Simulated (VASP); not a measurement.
# SnO: single point with PBE

The system is SnO.

```
Sn O
1.0
     3.84249    0.00000    0.00000
     0.00000    3.84249    0.00000
     0.00000    0.00000    4.82565
Sn O
2 2
Direct
  0.50000 0.00000 0.24007
  0.00000 0.50000 0.75993
  0.00000 0.00000 0.00000
  0.50000 0.50000 0.00000
```

This cell differs from its parent crystal: volume scaled by 0.94, then relaxed in part.

| Item | Value |
| --- | --- |
| Program | VASP 6.6.1 |
| Task | single point |
| Functional | PBE |
| Potentials or basis | VASP PAW PBE potentials, release 64 (Sn_d, O) |
| Cutoff | 520 eV |
| k mesh | 10 × 10 × 8 |
| Occupations | gaussian, width 0.02 eV |
| Spin | no spin polarisation |
| Dipole correction | no |
| Further INCAR settings | ALGO = Normal; EDIFF = 1e-07; NBANDS = 28 |

The pressure is 1.9 GPa. The largest force is 0.079 eV/Å and the band gap on the k mesh is 0.11 eV, indirect (least direct gap 1.94 eV).

Forces on the atoms (eV/Å):
```
Sn   0.000  0.000  0.079
Sn   0.000  0.000 -0.079
O    0.000  0.000  0.000
O    0.000  0.000  0.000
```

Stress tensor (GPa, compression positive):
```
1.94 0.00 0.00
0.00 1.94 0.00
0.00 0.00 1.84
```

Levels at points of the mesh, in eV from the valence-band top:
```
           k point  band 16  band 17  band 18  band 19  band 20  band 21  band 22  band 23  band 24  band 25
(0.00, 0.00, 0.00)    -6.04    -3.31    -3.02    -3.02     0.00     2.10     4.52     4.61     4.61     5.77
(0.50, 0.00, 0.00)    -4.79    -4.65    -4.65    -2.61    -2.61     3.22     3.22     5.83     5.83     6.02
(0.50, 0.50, 0.00)    -4.90    -2.38    -2.38    -1.84    -1.84     0.11     0.11     4.54     4.54     7.29
(0.00, 0.00, 0.50)    -3.38    -3.10    -3.04    -3.04    -2.06     1.72     2.93     2.93     3.62     8.08
(0.50, 0.00, 0.50)    -5.27    -4.61    -4.61    -1.65    -1.65     2.64     2.64     5.34     5.34     6.66
(0.50, 0.50, 0.50)    -5.38    -2.65    -2.65    -2.38    -2.38     2.39     2.39     4.11     4.11     5.58
```

Wall time 2.3 min on 1 thread of Intel(R) Xeon(R) Platinum 8488C (Sapphire Rapids), on a shared host, peak memory 0.28 GiB.

Caveat: spin-orbit coupling is left out, which moves the levels of the heavy elements. A k mesh can miss the band edges.
